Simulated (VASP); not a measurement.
Input of a VASP 6.6.1 run:

Contents of INCAR:

```
SYSTEM = AlRu
ALGO = Fast ; EDIFF = 1E-7
ENCUT = 520 ; GGA = PE
ISIF = 2 ; ISMEAR = 0
ISPIN = 2 ; LASPH = .TRUE.
LCHARG = .FALSE. ; LMAXMIX = 4
LORBIT = 11 ; LREAL = .FALSE.
LWAVE = .FALSE. ; MAGMOM = 0 1
NBANDS = 20 ; NELM = 150
PREC = Accurate ; SIGMA = 0.1
```

KPOINTS

```
k-points
0
G
  6 6 6
  0 0 0
```

File POSCAR:

```
AlRu
1.0
    3.0037904299      0.0000000000      0.0000000000
    0.0000000000      3.0037904299      0.0000000000
    0.0000000000      0.0000000000      3.0037904299
Al Ru
1 1
Direct
    0.0000000000      0.0000000000      0.0000000000
    0.5000000000      0.5000000000      0.5000000000
```

Potentials or basis: VASP PAW PBE potentials, release 64 (Al, Ru_pv).

The run is started by

```bash
$ cat potpaw_PBE.64/Al/POTCAR potpaw_PBE.64/Ru_pv/POTCAR > POTCAR
$ mpirun -np 1 vasp_std > vasp.out
```

(1) Predict the site moments.

(2) What does it give for the net moment?

(3) What does it give for the pressure?

Answers

(1) Al -0.00; Ru +0.02 μB.

(2) 0.02 μB per cell.

(3) -0.1 GPa.
